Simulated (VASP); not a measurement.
# NaCl (P4/mmm) in VASP: a series of runs, part 2 of 2

VASP 6.6.1. Earlier steps stand in the parts before.

### Step 3. Single point, PBE (strain +0.025 along x and y, -0.025 along z)

INCAR

```
SYSTEM = NaCl
ALGO = Normal
EDIFF = 1E-6
ENCUT = 520
GGA = PE
ISIF = 2
ISMEAR = 0
LASPH = .TRUE.
LCHARG = .FALSE.
LREAL = .FALSE.
LWAVE = .FALSE.
NBANDS = 14
NELM = 60
PREC = Accurate
SIGMA = 0.05
```

KPOINTS

```
k-points
0
G
  6 6 6
  0 0 0
```

POSCAR

```
NaCl
1.0
    3.5897447500      0.0000000000      0.0000000000
    0.0000000000      3.5897447500      0.0000000000
    0.0000000000      0.0000000000      3.4146352500
Na Cl
1 1
Direct
    0.0000000000      0.0000000000      0.0000000000
    0.5000000000      0.5000000000      0.5000000000
```

Potentials or basis: VASP PAW PBE potentials, release 64 (Na_pv, Cl).

Command:

```
$ cat potpaw_PBE.64/Na_pv/POTCAR potpaw_PBE.64/Cl/POTCAR > POTCAR
$ mpirun -np 1 vasp_std > vasp.out
```

OUTCAR:

```text
SYSTEM = NaCl
   EDIFF = 1E-6
   ENCUT = 520
   GGA = PE
   ISIF = 2
   ISMEAR = 0
   LASPH = .TRUE.
   LREAL = .FALSE.
   NELM = 60
   PREC = Accurate

 ion  position               nearest neighbor table
   1  0.000  0.000  0.000-
   2  0.500  0.500  0.500-

  LATTYP: Found a simple tetragonal cell.
 ALAT       =     3.5897447500
 C/A-ratio  =     0.9512195122

  Lattice vectors:

 A1 = (   3.5897447500,   0.0000000000,   0.0000000000)
 A2 = (   0.0000000000,   3.5897447500,   0.0000000000)
 A3 = (   0.0000000000,   0.0000000000,   3.4146352500)

Analysis of symmetry for initial positions (statically):
=====================================================================
 Subroutine PRICEL returns:
 Original cell was already a primitive cell.

 Routine SETGRP: Setting up the symmetry group for a
 simple tetragonal supercell.

 Subroutine GETGRP returns: Found 16 space group operations
 (whereof 16 operations were pure point group operations)
 out of a pool of 16 trial point group operations.

The static configuration has the point symmetry D_4h.

Analysis of symmetry for dynamics (positions and initial velocities):
=====================================================================
 Subroutine PRICEL returns:
 Original cell was already a primitive cell.

 Routine SETGRP: Setting up the symmetry group for a
 simple tetragonal supercell.

 Subroutine GETGRP returns: Found 16 space group operations
 (whereof 16 operations were pure point group operations)
 out of a pool of 16 trial point group operations.

The dynamic configuration has the point symmetry D_4h.

 Subroutine INISYM returns: Found 16 space group operations
 (whereof 16 operations are pure point group operations),
 and found     1 'primitive' translations

----------------------------------------------------------------------------------------

                                     Primitive cell

  volume of cell :      44.0019

  direct lattice vectors                    reciprocal lattice vectors
     3.589744750  0.000000000  0.000000000     0.278571339  0.000000000  0.000000000
     0.000000000  3.589744750  0.000000000     0.000000000  0.278571339  0.000000000
     0.000000000  0.000000000  3.414635250     0.000000000  0.000000000  0.292857048

  length of vectors
     3.589744750  3.589744750  3.414635250     0.278571339  0.278571339  0.292857048

  position of ions in fractional coordinates (direct lattice)
     0.000000000  0.000000000  0.000000000
     0.500000000  0.500000000  0.500000000

  ion indices of the primitive-cell ions
   primitive index   ion index
                 1           1
                 2           2

----------------------------------------------------------------------------------------

 KPOINTS: k-points

Automatic generation of k-mesh.
 Grid dimensions read from file:
 generate k-points for:    6    6    6

 Generating k-lattice:

  Cartesian coordinates                     Fractional coordinates (reciprocal lattice)
     0.046428556  0.000000000  0.000000000     0.166666667  0.000000000  0.000000000
     0.000000000  0.046428556  0.000000000     0.000000000  0.166666667  0.000000000
     0.000000000  0.000000000  0.048809508     0.000000000  0.000000000  0.166666667

  Length of vectors
     0.046428556  0.046428556  0.048809508

  Shift w.r.t. Gamma in fractional coordinates (k-lattice)
     0.000000000  0.000000000  0.000000000

 Subroutine IBZKPT returns following result:
 ===========================================

 Found     40 irreducible k-points:

 Following reciprocal coordinates:
            Coordinates               Weight
  0.000000  0.000000  0.000000      1.000000
  0.166667  0.000000  0.000000      4.000000
  0.333333  0.000000  0.000000      4.000000
  0.500000  0.000000  0.000000      2.000000
  0.166667  0.166667  0.000000      4.000000
  0.333333  0.166667  0.000000      8.000000
[... 16 lines left out ...]
  0.333333  0.000000  0.333333      8.000000
  0.500000  0.000000  0.333333      4.000000
 [... further k-points ...]
   k-points           NKPTS =     40   k-points in BZ     NKDIM =     40   number of bands    NBANDS=     14
   number of dos      NEDOS =    301   number of ions     NIONS =      2
   total plane-waves  NPLWV =  21952
   dimension x,y,z NGX =    28 NGY =   28 NGZ =   28
   dimension x,y,z NGXF=    56 NGYF=   56 NGZF=   56
   ions per type =               1   1
   NGX,Y,Z   is equivalent  to a cutoff of  12.97, 12.97, 13.63 a.u.
   NGXF,Y,Z  is equivalent  to a cutoff of  25.93, 25.93, 27.26 a.u.
 SYSTEM =  NaCl
   PREC   = accura    normal or accurate (medium, high low for compatibility)
   ISTART =      0    job   : 0-new  1-cont  2-samecut
   ICHARG =      2    charge: 1-file 2-atom 10-const
   ISPIN  =      1    spin polarized calculation?
   LNONCOLLINEAR =      F non collinear calculations
   LSORBIT =      F    spin-orbit coupling
   LASPH  =      T    aspherical Exc in radial PAW
   ENCUT  =  520.0 eV  38.22 Ry    6.18 a.u.   6.67  6.67  6.35*2*pi/ulx,y,z
   NELM   =     60;   NELMIN=  2; NELMDL= -5     # of ELM steps
   EDIFF  = 0.1E-05   stopping-criterion for ELM
   LREAL  =      F    real-space projection
   EDIFFG = 0.1E-04   stopping-criterion for IOM
   NSW    =      0    number of steps for IOM
   IBRION =     -1    ionic relax: 0-MD 1-quasi-New 2-CG
   NFREE  =      0    steps in history (QN), initial steepest desc. (CG)
   ISIF   =      2    stress and relaxation
   ISYM   =      2    0-nonsym 1-usesym 2-fastsym
   POTIM  = 0.5000    time-step for ionic-motion
   TEBEG  =    0.0;   TEEND  =   0.0 temperature during run
   PSTRESS=    0.0 pullay stress
   NELECT =      14.0000    total number of electrons
   NUPDOWN=      -1.0000    fix difference up-down
   EMIN   =  10.00;   EMAX   =-10.00  energy-range for DOS
   EFERMI =   0.00;   METHOD = LEGACY
   ISMEAR =     0;   SIGMA  =   0.05  broadening in eV -4-tet -1-fermi 0-gaus
   EFERMI_NEDOS =   21; number of points for ismear=-14 and -15
   IALGO  =     38    algorithm
   IMIX   =      4    mixing-type and parameters
     AMIX     =   0.40;   BMIX     =  1.00
     AMIX_MAG =   1.60;   BMIX_MAG =  1.00
  volume/ion in A,a.u.               =      22.00       148.47
  Fermi-wavevector in a.u.,A,eV,Ry     =   1.117619  2.111993 16.994653  1.249072
  Thomas-Fermi vector in A             =   2.254243
   LORBIT       =      0    0 simple, 1 ext, 2 COOP (PROOUT), +10 PAW based schemes
   GGA     = PE    functional components
   LHFCALC =     F    Hartree Fock is set to
   AEXX    =    0.0000 exact exchange contribution
   IVDW    =     0    specifies the selected vdW correction
   LEPSILON=     F    determine dielectric tensor
   LRPA    =     F    only Hartree local field effects (RPA)
 non-spin polarized calculation
 Gauss-broadening in eV      SIGMA  =   0.05
  energy-cutoff  :      520.00
  volume of cell :       44.00
 maximum number of plane-waves:      1212
 NGX is ok and might be reduce to    28
   NGX = 13   NGY = 13   NGZ = 13

 number of electron      14.0000009 magnetization

 Free energy of the ion-electron system (eV)
  ---------------------------------------------------
  ext. energy  EPLUGINS =         0.00000000
  ---------------------------------------------------
  free energy    TOTEN  =        -6.45030100 eV

  energy without entropy =       -6.45030100  energy(sigma->0) =       -6.45030100

 E-fermi :   0.7118     XC(G=0):  -8.3287

 val. band max:        0.4756419390   @ k =   0.5000   0.5000   0.0000
 cond. band min:       4.1353582841   @ k =   0.0000   0.0000   0.0000
 fundamental gap:      3.6597163452
 Fermi energy:         0.7117890284

 k-point     1 :       0.0000    0.0000    0.0000
  band No.  band energies     occupation
      1     -21.8573      2.00000
      2     -21.8480      2.00000
      3     -21.8480      2.00000
      4     -13.0292      2.00000
      5      -0.3359      2.00000
      6      -0.3359      2.00000
      7       0.0815      2.00000
      8       4.1354      0.00000
      9       8.6419      0.00000
     10       9.1363      0.00000
     11      15.4363      0.00000
     12      15.4363      0.00000
     13      15.6071      0.00000
     14      16.3564      0.00000
[... 375 lines left out ...]
 k-point    24 :       0.5000    0.0000    0.3333
  band No.  band energies     occupation
      1     -21.8881      2.00000
      2     -21.8729      2.00000
      3     -21.8419      2.00000
      4     -12.4883      2.00000
      5      -2.0272      2.00000
      6      -1.5073      2.00000
      7       0.1024      2.00000
      8       6.5794      0.00000
      9       8.9969      0.00000
     10      10.7603      0.00000
     11      12.0710      0.00000
     12      12.3135      0.00000
     13      13.2129      0.00000
     14      17.4578      0.00000

 [... further k-points ...]
[... 5 lines left out ...]
  --------------------------------------------------------------------------------------
  -------------------------------------------------------------------------------------
  Total       -0.4729045     -0.4729045      0.5480889      0.0000000     -0.0000000     -0.0000000
  in kB      -17.2191841    -17.2191841     19.9567652      0.0000000     -0.0000000     -0.0000000
  external PRESSURE =      -4.8272010 kB  Pullay stress =       0.0000000 kB

 VOLUME and BASIS-vectors are now :
 -----------------------------------------------------------------------------
  energy-cutoff  :      520.00
  volume of cell :       44.00
      direct lattice vectors                 reciprocal lattice vectors
     3.589744750  0.000000000  0.000000000     0.278571339  0.000000000  0.000000000
     0.000000000  3.589744750  0.000000000     0.000000000  0.278571339  0.000000000
     0.000000000  0.000000000  3.414635250     0.000000000  0.000000000  0.292857048

 POSITION                                       TOTAL-FORCE (eV/Angst)
 -----------------------------------------------------------------------------------
      0.00000      0.00000      0.00000         0.000000      0.000000      0.000000
      1.79487      1.79487      1.70732         0.000000      0.000000      0.000000
 -----------------------------------------------------------------------------------
    total drift:                               -0.000000      0.000000      0.000000

  FREE ENERGIE OF THE ION-ELECTRON SYSTEM (eV)
  ---------------------------------------------------
  free  energy   TOTEN  =        -6.4503010042 eV

  energy  without entropy=       -6.4503010042  energy(sigma->0) =       -6.45030100
```

stdout:

```text
POSCAR found type information on POSCAR NaCl
 POSCAR found :  2 types and       2 ions
 scaLAPACK will be used
 LDA part: xc-table for (Slater+PW92), standard interpolation
 POSCAR, INCAR and KPOINTS ok, starting setup
 FFT: planning ... GRIDC
 FFT: planning ... GRID_SOFT
 FFT: planning ... GRID
 WAVECAR not read
 entering main loop
```

Wall time 8.2 s (1 thread of Intel Xeon 6975P-C (Granite Rapids), shared host); peak memory 0.16 GiB.

What came out:

* Free energy: -6.4503 eV
* Pressure: -0.5 GPa
* Band gap on the k mesh: 3.66 eV, indirect (least direct gap 4.05 eV)

Stress tensor (GPa, compression positive):
```
-1.72  0.00  0.00
 0.00 -1.72  0.00
 0.00  0.00  2.00
```

Levels at points of the mesh, in eV from the valence-band top:
| k point | band 4 | band 5 | band 6 | band 7 | band 8 | band 9 | band 10 | band 11 |
| --- | --- | --- | --- | --- | --- | --- | --- | --- |
| (0.00, 0.00, 0.00) | -13.50 | -0.81 | -0.81 | -0.39 | 3.66 | 8.17 | 8.66 | 14.96 |
| (0.50, 0.00, 0.00) | -13.20 | -3.05 | -0.60 | -0.21 | 6.66 | 8.06 | 10.37 | 11.20 |
| (0.50, 0.50, 0.00) | -12.98 | -2.42 | -2.42 | 0.00 | 5.14 | 9.92 | 10.70 | 10.70 |
| (0.00, 0.00, 0.50) | -13.10 | -3.05 | -0.52 | -0.52 | 6.53 | 8.37 | 10.29 | 11.36 |
| (0.50, 0.00, 0.50) | -12.88 | -2.45 | -2.29 | -0.29 | 5.43 | 9.48 | 10.40 | 10.83 |
| (0.50, 0.50, 0.50) | -12.65 | -2.09 | -1.92 | -1.92 | 6.89 | 6.92 | 6.92 | 11.24 |

Caveat: the cell differs from its parent crystal (strain +0.025 along x and y, -0.025 along z). A k mesh can miss the band edges.

### Step 4. Single point, PBE (strain +0.000 along x and y, +0.050 along z)

INCAR

```
ALGO     = Normal         # electronic algorithm
EDIFF    = 1E-6           # SCF threshold, eV
ENCUT    = 520            # plane-wave cutoff, eV
GGA      = PE             # functional
ISIF     = 2              # what is computed and relaxed
ISMEAR   = 0              # smearing method
LASPH    = T              # aspherical terms in the spheres
LCHARG   = F              # write CHGCAR
LREAL    = F              # projectors in reciprocal space
LWAVE    = F              # write WAVECAR
NBANDS   = 14             # bands
NELM     = 60             # most SCF steps
PREC     = Accurate       # precision mode
SIGMA    = 0.05           # smearing width, eV
```

KPOINTS

```
k-points
0
Gamma
  6 6 6
```

POSCAR

```
NaCl
1.0
    3.5021900000      0.0000000000      0.0000000000
    0.0000000000      3.5021900000      0.0000000000
    0.0000000000      0.0000000000      3.6772995000
Na Cl
1 1
Direct
    0.0000000000      0.0000000000      0.0000000000
    0.5000000000      0.5000000000      0.5000000000
```

Command:

```
$ cat potpaw_PBE.64/Na_pv/POTCAR potpaw_PBE.64/Cl/POTCAR > POTCAR
$ mpirun -np 1 vasp_std > vasp.out
```

Wall time 9.6 s (1 thread of Intel Xeon 6975P-C (Granite Rapids), shared host); peak memory 0.16 GiB.

The run converged. Its results:

| Item | Value |
| --- | --- |
| Free energy | -6.4465 eV |
| Pressure | -1.0 GPa |
| Band gap on the k mesh | 3.69 eV, indirect (least direct gap 4.11 eV) |

Stress tensor (GPa, compression positive):
```
 0.08  0.00  0.00
 0.00  0.08  0.00
 0.00  0.00 -3.28
```

Levels at points of the mesh, in eV from the valence-band top:
| k point | band 4 | band 5 | band 6 | band 7 | band 8 | band 9 | band 10 | band 11 |
| --- | --- | --- | --- | --- | --- | --- | --- | --- |
| (0.00, 0.00, 0.00) | -13.32 | -0.80 | -0.42 | -0.42 | 3.69 | 8.34 | 8.74 | 14.63 |
| (0.50, 0.00, 0.00) | -12.97 | -2.83 | -0.54 | -0.18 | 6.59 | 8.20 | 10.44 | 11.06 |
| (0.50, 0.50, 0.00) | -12.71 | -2.16 | -2.16 | -0.26 | 5.62 | 9.40 | 10.52 | 10.52 |
| (0.00, 0.00, 0.50) | -13.06 | -2.84 | -0.25 | -0.25 | 6.78 | 7.92 | 10.47 | 11.83 |
| (0.50, 0.00, 0.50) | -12.79 | -2.28 | -2.14 | 0.00 | 5.34 | 9.82 | 10.38 | 10.86 |
| (0.50, 0.50, 0.50) | -12.52 | -1.84 | -1.84 | -1.71 | 7.00 | 7.00 | 7.04 | 11.16 |

Caveat: the cell differs from its parent crystal (strain +0.000 along x and y, +0.050 along z).

### Step 5. Single point, PBE (strain +0.025 along x and y, +0.000 along z)

INCAR

```
  PREC = Accurate
  ENCUT = 520
  EDIFF = 1E-7
  ISMEAR = 0
  SIGMA = 0.05
  LREAL = F
  LASPH = T
  NELM = 100
  ALGO = Normal
  ISIF = 2
  LWAVE = F
  LCHARG = F
  GGA = PE
  NBANDS = 14
```

KPOINTS

```
regular mesh
0
Gamma
  6 6 6
```

POSCAR

```
NaCl
1.0
    3.5897447500      0.0000000000      0.0000000000
    0.0000000000      3.5897447500      0.0000000000
    0.0000000000      0.0000000000      3.5021900000
Na Cl
1 1
Direct
    0.0000000000      0.0000000000      0.0000000000
    0.5000000000      0.5000000000      0.5000000000
```

Command:

```
$ cat potpaw_PBE.64/Na_pv/POTCAR potpaw_PBE.64/Cl/POTCAR > POTCAR
$ mpirun -np 1 vasp_std > vasp.out
```

It took 10 s on 1 thread of Intel Xeon 6975P-C (Granite Rapids), shared host; peak memory 0.15 GiB.

It converged, with:

```
Free energy            : -6.4577 eV
Pressure               : -1.1 GPa
Band gap on the k mesh : 3.72 eV, indirect (least direct gap 4.13 eV)
```

Stress tensor (GPa, compression positive):
```
-1.66  0.00  0.00
 0.00 -1.66  0.00
 0.00  0.00  0.07
```

Levels at points of the mesh, in eV from the valence-band top:
```csv
k point,band 5,band 6,band 7,band 8,band 9,band 10
"(0.00, 0.00, 0.00)",-0.61,-0.61,-0.41,3.72,8.42,8.65
"(0.50, 0.00, 0.00)",-2.83,-0.40,-0.21,6.69,8.08,10.45
"(0.50, 0.50, 0.00)",-2.20,-2.20,0.00,5.35,9.82,10.63
"(0.00, 0.00, 0.50)",-2.82,-0.36,-0.36,6.62,8.23,10.41
"(0.50, 0.00, 0.50)",-2.22,-2.14,-0.14,5.49,9.61,10.48
"(0.50, 0.50, 0.50)",-1.84,-1.77,-1.77,7.01,7.03,7.03
```

Caveat: the cell differs from its parent crystal (strain +0.025 along x and y, +0.000 along z). A k mesh can miss the band edges.

### Step 6. The runs side by side

| cell | gap on the mesh (eV) | pressure (GPa) |
| --- | --- | --- |
| a = 3.502, b = 3.502, c = 3.590 Å, 2 atoms | 3.84 | -0.5 |
| a = 3.590, b = 3.590, c = 3.415 Å, 2 atoms | 3.66 | -0.5 |
| a = 3.502, b = 3.502, c = 3.677 Å, 2 atoms | 3.69 | -1.0 |
| a = 3.590, b = 3.590, c = 3.502 Å, 2 atoms | 3.72 | -1.1 |

Alike in all rows: task single point; level PBE; potentials or basis VASP PAW PBE potentials, release 64 (Na_pv, Cl); no spin polarisation; k mesh 6 × 6 × 6; cutoff (eV) 520; smearing gaussian 0.05 eV.

Total energies depend on the potentials used, so only differences within one code and one set of settings carry meaning.
